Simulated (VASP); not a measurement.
# AlSn (P-6m2) in VASP: notebook

AlSn is run at these levels: BLYP+D4, PBE; tasks: relaxation of cell and atoms, single point.

Program: VASP 6.6.1. These are calculated values, not measurements. Logs are shortened: lines on timing, memory, paths and dates and some standing lists are left out, and cuts for length are marked.

### 1 The cell of the first run

Symmetry: P-6m2, No. 187, hexagonal system. The conventional cell has a = 4.198 Å, b = 4.198 Å, c = 3.307 Å, α = 90.00°, β = 90.00°, γ = 120.00°. Sn (site symmetry -6m2) has 6 Al at 2.93 Å and 2 Sn at 3.31 Å within 3.9 Å. Al (site symmetry -6m2) has 6 Sn at 2.93 Å and 2 Al at 3.31 Å within 3.9 Å.

### 2 Relaxation of cell and atoms, BLYP+D4

Input file INCAR:

```
PREC     = Accurate       # precision mode
ENCUT    = 600            # plane-wave cutoff, eV
EDIFF    = 1E-6           # SCF threshold, eV
ISMEAR   = -1             # smearing method
SIGMA    = 0.05           # smearing width, eV
LREAL    = False          # projectors in reciprocal space
LASPH    = True           # aspherical terms in the spheres
NELM     = 100            # most SCF steps
ALGO     = Normal         # electronic algorithm
ISIF     = 3              # what is computed and relaxed
LWAVE    = False          # write WAVECAR
LCHARG   = False          # write CHGCAR
GGA      = B5             # functional
ALDAX    = 1.0          
AGGAX    = 1.0          
AGGAC    = 1.0          
ALDAC    = 0.0          
IVDW     = 13             # dispersion correction
VDW_S6   = 1.0          
VDW_S8   = 2.34076671   
VDW_A1   = 0.44488865   
VDW_A2   = 4.0933009    
IBRION   = 2              # ionic algorithm
NSW      = 60             # ionic steps
EDIFFG   = -0.01          # ionic threshold
```

Input file KPOINTS:

```
regular mesh
0
Gamma
  7 7 8
```

Input file POSCAR:

```
AlSn
1.0
    4.1981056157      0.0000000000      0.0000000000
   -2.0990528078      3.6356661109      0.0000000000
    0.0000000000      0.0000000000      3.3068470000
Sn Al
1 1
Direct
    0.3333333333      0.6666666667      0.5000000000
    0.0000000000      0.0000000000      0.0000000000
```

Potentials or basis: VASP PAW PBE potentials, release 64 (Sn_d, Al).

Command:

```bash
cat potpaw_PBE.64/Sn_d/POTCAR potpaw_PBE.64/Al/POTCAR > POTCAR
mpirun -np 1 vasp_std > vasp.out
```

OUTCAR:

```text
PREC = Accurate
   ENCUT = 600
   EDIFF = 1E-6
   ISMEAR = -1
   LREAL = False
   LASPH = True
   NELM = 100
   ISIF = 3
   GGA = B5
   IVDW = 13
   IBRION = 2
   NSW = 60
   EDIFFG = -0.01

 ion  position               nearest neighbor table
   1  0.333  0.667  0.500-   2 2.93   2 2.93   2 2.93   2 2.93   2 2.93   2 2.93
   2  0.000  0.000  0.000-   1 2.93   1 2.93   1 2.93   1 2.93   1 2.93   1 2.93

  LATTYP: Found a hexagonal cell.
 ALAT       =     4.1981056157
 C/A-ratio  =     0.7876998110

  Lattice vectors:

 A1 = (   4.1981056157,   0.0000000000,   0.0000000000)
 A2 = (  -2.0990528078,   3.6356661109,   0.0000000000)
 A3 = (   0.0000000000,   0.0000000000,   3.3068470000)

Analysis of symmetry for initial positions (statically):
=====================================================================
 Subroutine PRICEL returns:
 Original cell was already a primitive cell.

 Routine SETGRP: Setting up the symmetry group for a
 hexagonal supercell.

 Subroutine GETGRP returns: Found 12 space group operations
 (whereof 12 operations were pure point group operations)
 out of a pool of 24 trial point group operations.

The static configuration has the point symmetry D_3h.

Analysis of symmetry for dynamics (positions and initial velocities):
=====================================================================
 Subroutine PRICEL returns:
 Original cell was already a primitive cell.

 Routine SETGRP: Setting up the symmetry group for a
 hexagonal supercell.

 Subroutine GETGRP returns: Found 12 space group operations
 (whereof 12 operations were pure point group operations)
 out of a pool of 24 trial point group operations.

The dynamic configuration has the point symmetry D_3h.

 Subroutine INISYM returns: Found 12 space group operations
 (whereof 12 operations are pure point group operations),
 and found     1 'primitive' translations

----------------------------------------------------------------------------------------

                                     Primitive cell

  volume of cell :      50.4721

  direct lattice vectors                    reciprocal lattice vectors
     4.198105616  0.000000000  0.000000000     0.238202678  0.137526380  0.000000000
    -2.099052808  3.635666111  0.000000000     0.000000000  0.275052760  0.000000000
     0.000000000  0.000000000  3.306847000     0.000000000  0.000000000  0.302402863

  length of vectors
     4.198105616  4.198105616  3.306847000     0.275052760  0.275052760  0.302402863

  position of ions in fractional coordinates (direct lattice)
     0.333333333  0.666666667  0.500000000
     0.000000000  0.000000000  0.000000000

  ion indices of the primitive-cell ions
   primitive index   ion index
                 1           1
                 2           2

----------------------------------------------------------------------------------------

 KPOINTS: regular mesh

Automatic generation of k-mesh.
 Grid dimensions read from file:
 generate k-points for:    7    7    8

 Generating k-lattice:

  Cartesian coordinates                     Fractional coordinates (reciprocal lattice)
     0.034028954  0.019646626  0.000000000     0.142857143  0.000000000  0.000000000
     0.000000000  0.039293251  0.000000000     0.000000000  0.142857143  0.000000000
     0.000000000  0.000000000  0.037800358     0.000000000  0.000000000  0.125000000

  Length of vectors
     0.039293251  0.039293251  0.037800358

  Shift w.r.t. Gamma in fractional coordinates (k-lattice)
     0.000000000  0.000000000  0.000000000

 Subroutine IBZKPT returns following result:
 ===========================================

 Found     40 irreducible k-points:

 Following reciprocal coordinates:
            Coordinates               Weight
  0.000000  0.000000  0.000000      1.000000
  0.142857  0.000000  0.000000      6.000000
  0.285714  0.000000  0.000000      6.000000
  0.428571  0.000000  0.000000      6.000000
  0.142857  0.142857  0.000000      6.000000
  0.285714  0.142857  0.000000     12.000000
[... 16 lines left out ...]
  0.428571  0.142857  0.250000     12.000000
  0.285714  0.285714  0.250000     12.000000
 [... further k-points ...]
   k-points           NKPTS =     40   k-points in BZ     NKDIM =     40   number of bands    NBANDS=     12
   number of dos      NEDOS =    301   number of ions     NIONS =      2
   total plane-waves  NPLWV =  36288
   dimension x,y,z NGX =    36 NGY =   36 NGZ =   28
   dimension x,y,z NGXF=    72 NGYF=   72 NGZF=   56
   ions per type =               1   1
   NGX,Y,Z   is equivalent  to a cutoff of  14.26, 14.26, 14.08 a.u.
   NGXF,Y,Z  is equivalent  to a cutoff of  28.51, 28.51, 28.15 a.u.
 SYSTEM =  unknown system
   PREC   = accura    normal or accurate (medium, high low for compatibility)
   ISTART =      0    job   : 0-new  1-cont  2-samecut
   ICHARG =      2    charge: 1-file 2-atom 10-const
   ISPIN  =      1    spin polarized calculation?
   LNONCOLLINEAR =      F non collinear calculations
   LSORBIT =      F    spin-orbit coupling
   LASPH  =      T    aspherical Exc in radial PAW
   ENCUT  =  600.0 eV  44.10 Ry    6.64 a.u.   8.38  8.38  6.60*2*pi/ulx,y,z
   NELM   =    100;   NELMIN=  2; NELMDL= -5     # of ELM steps
   EDIFF  = 0.1E-05   stopping-criterion for ELM
   LREAL  =      F    real-space projection
   EDIFFG = -.1E-01   stopping-criterion for IOM
   NSW    =     60    number of steps for IOM
   IBRION =      2    ionic relax: 0-MD 1-quasi-New 2-CG
   NFREE  =      1    steps in history (QN), initial steepest desc. (CG)
   ISIF   =      3    stress and relaxation
   ISYM   =      2    0-nonsym 1-usesym 2-fastsym
   POTIM  = 0.5000    time-step for ionic-motion
   TEBEG  =    0.0;   TEEND  =   0.0 temperature during run
   PSTRESS=    0.0 pullay stress
   NELECT =      17.0000    total number of electrons
   NUPDOWN=      -1.0000    fix difference up-down
   EMIN   =  10.00;   EMAX   =-10.00  energy-range for DOS
   EFERMI =   0.00;   METHOD = LEGACY
   ISMEAR =    -1;   SIGMA  =   0.05  broadening in eV -4-tet -1-fermi 0-gaus
   EFERMI_NEDOS =   21; number of points for ismear=-14 and -15
   IALGO  =     38    algorithm
   IMIX   =      4    mixing-type and parameters
     AMIX     =   0.40;   BMIX     =  1.00
     AMIX_MAG =   1.60;   BMIX_MAG =  1.00
  volume/ion in A,a.u.               =      25.24       170.30
  Fermi-wavevector in a.u.,A,eV,Ry     =   1.139044  2.152482 17.652500  1.297422
  Thomas-Fermi vector in A             =   2.275748
   LORBIT       =      0    0 simple, 1 ext, 2 COOP (PROOUT), +10 PAW based schemes
   GGA     = B5    functional components
   LHFCALC =     F    Hartree Fock is set to
   AEXX    =    0.0000 exact exchange contribution
   IVDW    =    13    specifies the selected vdW correction
   LEPSILON=     F    determine dielectric tensor
   LRPA    =     F    only Hartree local field effects (RPA)
 conjugate gradient relaxation of ions
 non-spin polarized calculation
  energy-cutoff  :      600.00
  volume of cell :       50.47
 maximum number of plane-waves:      1730
 NGX is ok and might be reduce to    36
   NGX = 17   NGY = 17   NGZ = 13

--------------------------------------- Ionic step        1  -------------------------------------------

 number of electron      17.0000000 magnetization

 Free energy of the ion-electron system (eV)
  ---------------------------------------------------
  ext. energy  EPLUGINS =         0.00000000
  ---------------------------------------------------
  free energy    TOTEN  =        -5.56229443 eV

  energy without entropy =       -5.55840813  energy(sigma->0) =       -5.56035128

------------------------ aborting loop because EDIFF is reached ----------------------------------------

  DFT-D4 for vdW energy calculation

  Edisp (eV):   -1.23857

  FORCE on cell =-STRESS in cart. coord.  units (eV):
  Direction    XX          YY          ZZ          XY          YZ          ZX
  --------------------------------------------------------------------------------------
  -------------------------------------------------------------------------------------
  Total      -0.19833    -0.19833     0.08914    -0.00000     0.00000     0.00000
  in kB      -6.29573    -6.29573     2.82962    -0.00000     0.00000     0.00000
  external pressure =       -3.25 kB  Pullay stress =        0.00 kB
[... 101 lines left out ...]
  energy  without entropy=       -6.7990180179  energy(sigma->0) =       -6.80062110

--------------------------------------- Ionic step        4  -------------------------------------------

 number of electron      16.9999999 magnetization

 Free energy of the ion-electron system (eV)
  ---------------------------------------------------
  ext. energy  EPLUGINS =         0.00000000
  ---------------------------------------------------
  free energy    TOTEN  =        -5.55264496 eV

  energy without entropy =       -5.54952306  energy(sigma->0) =       -5.55108401

 E-fermi :   6.9475     XC(G=0):  -8.9786

 val. band max:        6.8139709380   @ k =   0.2857   0.2857   0.2500
 cond. band min:       6.9717431866   @ k =   0.0000   0.0000   0.1250
 fundamental gap:      0.1577722486
 Fermi energy:         6.9474844738

 k-point     1 :       0.0000    0.0000    0.0000
  band No.  band energies     occupation
      1     -14.3478      2.00000
      2     -14.2417      2.00000
      3     -14.2417      2.00000
      4     -14.2289      2.00000
      5     -14.2289      2.00000
      6      -3.5095      2.00000
      7       6.7931      1.91282
      8       6.7931      1.91281
      9       7.6990      0.00000
     10       9.3585      0.00000
     11      10.2699      0.00000
     12      10.2699      0.00000
[... 331 lines left out ...]
 k-point    24 :       0.2857    0.2857    0.2500
  band No.  band energies     occupation
      1     -14.2692      2.00000
      2     -14.2657      2.00000
      3     -14.2513      2.00000
      4     -14.2322      2.00000
      5     -14.2231      2.00000
      6      -0.6044      2.00000
      7       1.7082      2.00000
      8       4.2435      2.00000
      9       6.8140      1.87050
     10       8.4358      0.00000
     11      11.1526      0.00000
     12      12.7386      0.00000

 [... further k-points ...]

------------------------ aborting loop because EDIFF is reached ----------------------------------------

  DFT-D4 for vdW energy calculation

  Edisp (eV):   -1.24961

  FORCE on cell =-STRESS in cart. coord.  units (eV):
  Direction    XX          YY          ZZ          XY          YZ          ZX
  --------------------------------------------------------------------------------------
  -------------------------------------------------------------------------------------
  Total      -0.00614    -0.00614    -0.01776    -0.00000    -0.00000     0.00000
  in kB      -0.19665    -0.19665    -0.56839    -0.00000    -0.00000     0.00000
  external pressure =       -0.32 kB  Pullay stress =        0.00 kB
[... 17 lines left out ...]
  FREE ENERGIE OF THE ION-ELECTRON SYSTEM (eV)
  ---------------------------------------------------
  free  energy   TOTEN  =        -6.8022598797 eV

  energy  without entropy=       -6.7991379783  energy(sigma->0) =       -6.80069893

 reached required accuracy - stopping structural energy minimisation
```

Wall time 1.8 min (1 thread of Intel Xeon 8259CL, shared host); peak memory 0.21 GiB.

Results:

| Item | Value |
| --- | --- |
| Free energy | -6.8023 eV |
| Relaxed volume | 25.03 Å³/atom |
| Relaxed cell | a = 4.172 Å, b = 4.172 Å, c = 3.321 Å, α = 90.00°, β = 90.00°, γ = 120.00° |
| Space group after relaxing (to 0.1 Å) | P-6m2 (No. 187) |
| Energy gained by relaxing | 0.7 meV/atom |
| Ionic steps | 4 |
| Pressure after relaxing | 0.0 GPa |
| Band gap on the k mesh | zero (an odd number of electrons rules out a gap without spin polarisation) |
| Dispersion energy per atom | -0.625 eV |

Step by step:
```
step  energy change (eV)  largest force (eV/Å)  pressure (GPa)  volume (Å³)
   1              0.0000                0.0000           -0.33        50.47
   2             -0.0013                0.0000            0.00        50.10
   3             -0.0014                0.0000            0.08        49.98
   4             -0.0014                0.0000           -0.03        50.06
```

Final structure:
```yaml
crystal:
  lattice:
    - [4.17212, 0.00000, 0.00000]
    - [-2.08606, 3.61316, 0.00000]
    - [0.00000, 0.00000, 3.32108]
  atoms:
    - { symbol: Sn, position: [0.33333, 0.66667, 0.50000] }
    - { symbol: Al, position: [0.00000, 0.00000, 0.00000] }
```

Caveat: the PAW data sets were made with another functional, which shifts forces and pressure a little; spin-orbit coupling is left out, which moves the levels of the heavy elements.

[end of part 1 of 2]
